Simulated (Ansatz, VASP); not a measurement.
# One calculation of TiN, two programs

```xyz
2
Lattice="0.0000 2.0863 2.0863 2.0863 0.0000 2.0863 2.0863 2.0863 0.0000" Properties=species:S:1:pos:R:3 pbc="T T T"
Ti    0.0000    0.0000    0.0000
N     2.0863    2.0863    2.0863
```

Alike in both runs: functional LDA; k mesh 8 × 8 × 8; occupations gaussian, width 0.1 eV; no spin polarisation.

Ansatz relaxed the structure, and its values are those at the end. VASP's run is a single point on that final structure, the one shown.

|  | VASP | Ansatz |
| --- | --- | --- |
| version | VASP 6.6.1 | Ansatz 0.2.0 |
| potentials or method | VASP PAW LDA potentials, release 64 (Ti_sv, N), cutoff 600 eV | scalar-relativistic, plane waves, PAW |
| valence electrons in the cell | 17 | 17 |

```tsv
	VASP	Ansatz	Ansatz less VASP
gap on the k mesh at the Fermi level (eV)	none	none	-
pressure (GPa)	1.0	0.0	-0.96
```

Ansatz warns that its potentials were made for another functional, while VASP's fit it. LDA's correlation is that of Perdew and Zunger in VASP and of Perdew and Wang (1992) in Ansatz. A gap of «none» marks a metal or a gap that the smearing closes.
